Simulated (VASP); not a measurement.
# SnO (P4/nmm) in VASP: single point with PBE

Aim: the single point of SnO with PBE.

Program: VASP 6.6.1. These are calculated values, not measurements. Logs are shortened: lines on timing, memory, paths and dates and some standing lists are left out, and cuts for length are marked.

## (1) The cell of the first run

It takes space group P4/nmm (No. 129, tetragonal). The conventional cell has a = 3.971 Å, b = 3.971 Å, c = 5.068 Å, α = 90.00°, β = 90.00°, γ = 90.00°. Within 3.0 Å of Sn (site symmetry 4mm) lie 4 O at 2.30 Å. O (site symmetry -4m2) has 4 Sn at 2.30 Å and 4 O at 2.81 Å within 3.0 Å.

## (2) Single point, PBE (atoms displaced along a vibrational mode, the cell strained)

INCAR reads:

```
PREC     = Accurate       # precision mode
ENCUT    = 910            # plane-wave cutoff, eV
EDIFF    = 1E-6           # SCF threshold, eV
ISMEAR   = 0              # smearing method
SIGMA    = 0.05           # smearing width, eV
LREAL    = F              # projectors in reciprocal space
LASPH    = T              # aspherical terms in the spheres
NELM     = 120            # most SCF steps
ALGO     = Normal         # electronic algorithm
ISIF     = 2              # what is computed and relaxed
LWAVE    = F              # write WAVECAR
LCHARG   = F              # write CHGCAR
GGA      = PE             # functional
NBANDS   = 28             # bands
GGA_COMPAT= F
```

KPOINTS reads:

```
Automatic mesh
0
Gamma
  10 10 8
```

POSCAR reads:

```
SnO
1.0
    3.9705335846      0.0000000000      0.0000000000
    0.0000000000      3.9705335846      0.0000000000
    0.0000000000      0.0000000000      5.0679375214
Sn O
2 2
Direct
    0.0000000000      0.5000000000      0.2286909982
    0.5000000000      0.0000000000      0.7713090018
    0.0000000000      0.0000000000      0.0000000000
    0.5000000000      0.5000000000      0.0000000000
```

Potentials or basis: VASP PAW PBE potentials, release 64 (Sn_d, O_h).

Run with:

```bash
$ cat potpaw_PBE.64/Sn_d/POTCAR potpaw_PBE.64/O_h/POTCAR > POTCAR
$ mpirun -np 1 vasp_std > vasp.out
```

OUTCAR:

```text
PREC = Accurate
   ENCUT = 910
   EDIFF = 1E-6
   ISMEAR = 0
   LREAL = F
   LASPH = T
   NELM = 120
   ISIF = 2
   GGA = PE

 ion  position               nearest neighbor table
   1  0.000  0.500  0.229-   3 2.30   4 2.30   3 2.30   4 2.30   2 3.64   2 3.64   2 3.64   2 3.64

   2  0.500  0.000  0.771-   3 2.30   4 2.30   4 2.30   3 2.30   1 3.64   1 3.64   1 3.64   1 3.64

   3  0.000  0.000  0.000-   1 2.30   2 2.30   1 2.30   2 2.30
   4  0.500  0.500  0.000-   1 2.30   2 2.30   2 2.30   1 2.30

  LATTYP: Found a simple tetragonal cell.
 ALAT       =     3.9705335846
 C/A-ratio  =     1.2763870179

  Lattice vectors:

 A1 = (   3.9705335846,   0.0000000000,   0.0000000000)
 A2 = (   0.0000000000,   3.9705335846,   0.0000000000)
 A3 = (   0.0000000000,   0.0000000000,   5.0679375214)

Analysis of symmetry for initial positions (statically):
=====================================================================
 Subroutine PRICEL returns:
 Original cell was already a primitive cell.

 Routine SETGRP: Setting up the symmetry group for a
 simple tetragonal supercell.

 Subroutine GETGRP returns: Found 16 space group operations
 (whereof  8 operations were pure point group operations)
 out of a pool of 16 trial point group operations.

The static configuration has the point symmetry D_2d.
 The point group associated with its full space group is D_4h.

Analysis of symmetry for dynamics (positions and initial velocities):
=====================================================================
 Subroutine PRICEL returns:
 Original cell was already a primitive cell.

 Routine SETGRP: Setting up the symmetry group for a
 simple tetragonal supercell.

 Subroutine GETGRP returns: Found 16 space group operations
 (whereof  8 operations were pure point group operations)
 out of a pool of 16 trial point group operations.

The dynamic configuration has the point symmetry D_2d.
 The point group associated with its full space group is D_4h.

 Subroutine INISYM returns: Found 16 space group operations
 (whereof  8 operations are pure point group operations),
 and found     1 'primitive' translations

----------------------------------------------------------------------------------------

                                     Primitive cell

  volume of cell :      79.8967

  direct lattice vectors                    reciprocal lattice vectors
     3.970533585  0.000000000  0.000000000     0.251855318  0.000000000  0.000000000
     0.000000000  3.970533585  0.000000000     0.000000000  0.251855318  0.000000000
     0.000000000  0.000000000  5.067937521     0.000000000  0.000000000  0.197318928

  length of vectors
     3.970533585  3.970533585  5.067937521     0.251855318  0.251855318  0.197318928

  position of ions in fractional coordinates (direct lattice)
     0.000000000  0.500000000  0.228690998
     0.500000000  0.000000000  0.771309002
     0.000000000  0.000000000  0.000000000
     0.500000000  0.500000000  0.000000000

  ion indices of the primitive-cell ions
   primitive index   ion index
                 1           1
                 2           2
                 3           3
                 4           4

----------------------------------------------------------------------------------------

 KPOINTS: Automatic mesh

Automatic generation of k-mesh.
 Grid dimensions read from file:
 generate k-points for:   10   10    8

 Generating k-lattice:

  Cartesian coordinates                     Fractional coordinates (reciprocal lattice)
     0.025185532  0.000000000  0.000000000     0.100000000  0.000000000  0.000000000
     0.000000000  0.025185532  0.000000000     0.000000000  0.100000000  0.000000000
     0.000000000  0.000000000  0.024664866     0.000000000  0.000000000  0.125000000

  Length of vectors
     0.025185532  0.025185532  0.024664866

  Shift w.r.t. Gamma in fractional coordinates (k-lattice)
     0.000000000  0.000000000  0.000000000

 Subroutine IBZKPT returns following result:
 ===========================================

 Found    105 irreducible k-points:

 Following reciprocal coordinates:
            Coordinates               Weight
  0.000000  0.000000  0.000000      1.000000
  0.100000  0.000000  0.000000      4.000000
  0.200000  0.000000  0.000000      4.000000
  0.300000  0.000000  0.000000      4.000000
  0.400000  0.000000  0.000000      4.000000
  0.500000  0.000000  0.000000      2.000000
[... 16 lines left out ...]
  0.100000  0.000000  0.125000      8.000000
  0.200000  0.000000  0.125000      8.000000
 [... further k-points ...]
   k-points           NKPTS =    105   k-points in BZ     NKDIM =    105   number of bands    NBANDS=     28
   number of dos      NEDOS =    301   number of ions     NIONS =      4
   total plane-waves  NPLWV =  80000
   dimension x,y,z NGX =    40 NGY =   40 NGZ =   50
   dimension x,y,z NGXF=    80 NGYF=   80 NGZF=  100
   ions per type =               2   2
   NGX,Y,Z   is equivalent  to a cutoff of  16.75, 16.75, 16.40 a.u.
   NGXF,Y,Z  is equivalent  to a cutoff of  33.50, 33.50, 32.80 a.u.
 SYSTEM =  unknown system
   PREC   = accura    normal or accurate (medium, high low for compatibility)
   ISTART =      0    job   : 0-new  1-cont  2-samecut
   ICHARG =      2    charge: 1-file 2-atom 10-const
   ISPIN  =      1    spin polarized calculation?
   LNONCOLLINEAR =      F non collinear calculations
   LSORBIT =      F    spin-orbit coupling
   LASPH  =      T    aspherical Exc in radial PAW
   ENCUT  =  910.0 eV  66.88 Ry    8.18 a.u.   9.77  9.77 12.47*2*pi/ulx,y,z
   NELM   =    120;   NELMIN=  2; NELMDL= -5     # of ELM steps
   EDIFF  = 0.1E-05   stopping-criterion for ELM
   LREAL  =      F    real-space projection
   EDIFFG = 0.1E-04   stopping-criterion for IOM
   NSW    =      0    number of steps for IOM
   IBRION =     -1    ionic relax: 0-MD 1-quasi-New 2-CG
   NFREE  =      0    steps in history (QN), initial steepest desc. (CG)
   ISIF   =      2    stress and relaxation
   ISYM   =      2    0-nonsym 1-usesym 2-fastsym
   POTIM  = 0.5000    time-step for ionic-motion
   TEBEG  =    0.0;   TEEND  =   0.0 temperature during run
   PSTRESS=    0.0 pullay stress
   NELECT =      40.0000    total number of electrons
   NUPDOWN=      -1.0000    fix difference up-down
   EMIN   =  10.00;   EMAX   =-10.00  energy-range for DOS
   EFERMI =   0.00;   METHOD = LEGACY
   ISMEAR =     0;   SIGMA  =   0.05  broadening in eV -4-tet -1-fermi 0-gaus
   EFERMI_NEDOS =   21; number of points for ismear=-14 and -15
   IALGO  =     38    algorithm
   IMIX   =      4    mixing-type and parameters
     AMIX     =   0.40;   BMIX     =  1.00
     AMIX_MAG =   1.60;   BMIX_MAG =  1.00
  volume/ion in A,a.u.               =      19.97       134.79
  Fermi-wavevector in a.u.,A,eV,Ry     =   1.299926  2.456503 22.991214  1.689807
  Thomas-Fermi vector in A             =   2.431158
   LORBIT       =      0    0 simple, 1 ext, 2 COOP (PROOUT), +10 PAW based schemes
   GGA     = PE    functional components
   LHFCALC =     F    Hartree Fock is set to
   AEXX    =    0.0000 exact exchange contribution
   IVDW    =     0    specifies the selected vdW correction
   LEPSILON=     F    determine dielectric tensor
   LRPA    =     F    only Hartree local field effects (RPA)
 non-spin polarized calculation
 Gauss-broadening in eV      SIGMA  =   0.05
  energy-cutoff  :      910.00
  volume of cell :       79.90
 maximum number of plane-waves:      5028
 NGX is ok and might be reduce to    40
   NGX = 19   NGY = 19   NGZ = 25

 number of electron      40.0000003 magnetization

 Free energy of the ion-electron system (eV)
  ---------------------------------------------------
  ext. energy  EPLUGINS =         0.00000000
  ---------------------------------------------------
  free energy    TOTEN  =       -22.68014492 eV

  energy without entropy =      -22.68014492  energy(sigma->0) =      -22.68014492

 E-fermi :   5.8238     XC(G=0):  -9.5731

 val. band max:        5.5325043383   @ k =   0.1000   0.0000   0.0000
 cond. band min:       6.2699325723   @ k =   0.5000   0.5000   0.0000
 fundamental gap:      0.7374282340
 Fermi energy:         5.8238059891

 k-point     1 :       0.0000    0.0000    0.0000
  band No.  band energies     occupation
      1     -15.8908      2.00000
      2     -15.6137      2.00000
      3     -15.6137      2.00000
      4     -15.6072      2.00000
      5     -15.5922      2.00000
      6     -15.5814      2.00000
[... 20 lines left out ...]
     27      12.5527      0.00000
     28      13.1207      0.00000

 k-point     2 :       0.1000    0.0000    0.0000
  band No.  band energies     occupation
      1     -15.8860      2.00000
      2     -15.6125      2.00000
      3     -15.6120      2.00000
      4     -15.6064      2.00000
      5     -15.5929      2.00000
      6     -15.5792      2.00000
[... 20 lines left out ...]
     27      12.7140      0.00000
     28      13.7528      0.00000

 k-point     3 :       0.2000    0.0000    0.0000
  band No.  band energies     occupation
      1     -15.8722      2.00000
      2     -15.6235      2.00000
      3     -15.6095      2.00000
      4     -15.6070      2.00000
      5     -15.5947      2.00000
      6     -15.5826      2.00000
[... 20 lines left out ...]
     27      12.9025      0.00000
     28      15.0669      0.00000

 k-point     4 :       0.3000    0.0000    0.0000
  band No.  band energies     occupation
      1     -15.8506      2.00000
      2     -15.6757      2.00000
      3     -15.6057      2.00000
      4     -15.5993      2.00000
      5     -15.5969      2.00000
      6     -15.5809      2.00000
[... 20 lines left out ...]
     27      13.1710      0.00000
     28      16.2205      0.00000

 k-point     5 :       0.4000    0.0000    0.0000
  band No.  band energies     occupation
      1     -15.8209      2.00000
      2     -15.7323      2.00000
      3     -15.6025      2.00000
      4     -15.5989      2.00000
      5     -15.5909      2.00000
      6     -15.5800      2.00000
[... 20 lines left out ...]
     27      13.5820      0.00000
     28      15.1496      0.00000

 k-point     6 :       0.5000    0.0000    0.0000
  band No.  band energies     occupation
      1     -15.7817      2.00000
      2     -15.7817      2.00000
      3     -15.6005      2.00000
      4     -15.6005      2.00000
      5     -15.5839      2.00000
      6     -15.5839      2.00000
[... 463 lines left out ...]
      5     -15.5708      2.00000
      6     -15.5708      2.00000
[... 20 lines left out ...]
     27      13.2191      0.00000
     28      13.2191      0.00000

 k-point    22 :       0.0000    0.0000    0.1250
  band No.  band energies     occupation
      1     -15.8897      2.00000
      2     -15.6116      2.00000
      3     -15.6116      2.00000
      4     -15.6083      2.00000
      5     -15.5913      2.00000
      6     -15.5802      2.00000
[... 20 lines left out ...]
     27      12.4887      0.00000
     28      13.2312      0.00000

 k-point    23 :       0.1000    0.0000    0.1250
  band No.  band energies     occupation
      1     -15.8850      2.00000
      2     -15.6112      2.00000
      3     -15.6110      2.00000
      4     -15.6067      2.00000
      5     -15.5917      2.00000
      6     -15.5781      2.00000
[... 20 lines left out ...]
     27      12.7009      0.00000
     28      13.8141      0.00000

 k-point    24 :       0.2000    0.0000    0.1250
  band No.  band energies     occupation
      1     -15.8715      2.00000
      2     -15.6263      2.00000
      3     -15.6100      2.00000
      4     -15.6042      2.00000
      5     -15.5932      2.00000
      6     -15.5833      2.00000
[... 20 lines left out ...]
     27      12.9962      0.00000
     28      15.0615      0.00000

 [... further k-points ...]

------------------------ aborting loop because EDIFF is reached ----------------------------------------

  FORCE on cell =-STRESS in cart. coord.  units (eV):
  Direction    XX          YY          ZZ          XY          YZ          ZX
  --------------------------------------------------------------------------------------
  -------------------------------------------------------------------------------------
  Total       -2.4556591     -2.4556591     -1.1916872      0.0000000     -0.0000000      0.0000000
  in kB      -49.2435849    -49.2435849    -23.8970269      0.0000000     -0.0000000      0.0000000
  external PRESSURE =     -40.7947323 kB  Pullay stress =       0.0000000 kB

 VOLUME and BASIS-vectors are now :
 -----------------------------------------------------------------------------
  energy-cutoff  :      910.00
  volume of cell :       79.90
      direct lattice vectors                 reciprocal lattice vectors
     3.970533585  0.000000000  0.000000000     0.251855318  0.000000000  0.000000000
     0.000000000  3.970533585  0.000000000     0.000000000  0.251855318  0.000000000
     0.000000000  0.000000000  5.067937521     0.000000000  0.000000000  0.197318928

 POSITION                                       TOTAL-FORCE (eV/Angst)
 -----------------------------------------------------------------------------------
      0.00000      1.98527      1.15899        -0.000000      0.000000     -0.448386
      1.98527      0.00000      3.90895         0.000000     -0.000000      0.448386
      0.00000      0.00000      0.00000        -0.000000     -0.000000      0.000000
      1.98527      1.98527      0.00000         0.000000      0.000000      0.000000
 -----------------------------------------------------------------------------------
    total drift:                               -0.000000      0.000000      0.000000

  FREE ENERGIE OF THE ION-ELECTRON SYSTEM (eV)
  ---------------------------------------------------
  free  energy   TOTEN  =       -22.6801449222 eV

  energy  without entropy=      -22.6801449222  energy(sigma->0) =      -22.68014492
```

It took 7.4 min on 1 thread of Intel Xeon Platinum 8259CL at 2.50GHz (Skylake/Cascade Lake), shared host; peak memory 0.57 GiB.

What came out:

| Quantity | Value |
| --- | --- |
| Free energy | -22.6801 eV |
| Pressure | -4.1 GPa |
| Largest force | 0.448 eV/Å |
| Band gap on the k mesh | 0.74 eV (least direct gap 1.87 eV) |

Forces in eV/Å, atoms in the order of the input:
```
Sn   0.000  0.000 -0.448
Sn   0.000  0.000  0.448
O    0.000  0.000  0.000
O    0.000  0.000  0.000
```

Stress tensor (GPa, compression positive):
```
-4.92  0.00  0.00
 0.00 -4.92  0.00
 0.00  0.00 -2.39
```

Caveat: the cell differs from its parent crystal (atoms displaced along a vibrational mode, the cell strained); the cutoff is under 1.25 times the usual one of these potentials, so pressure, stress and relaxed cells hold a basis-set (Pulay) error; the cell stands under tension; spin-orbit coupling is left out, which moves the levels of the heavy elements. A k mesh can miss the band edges.
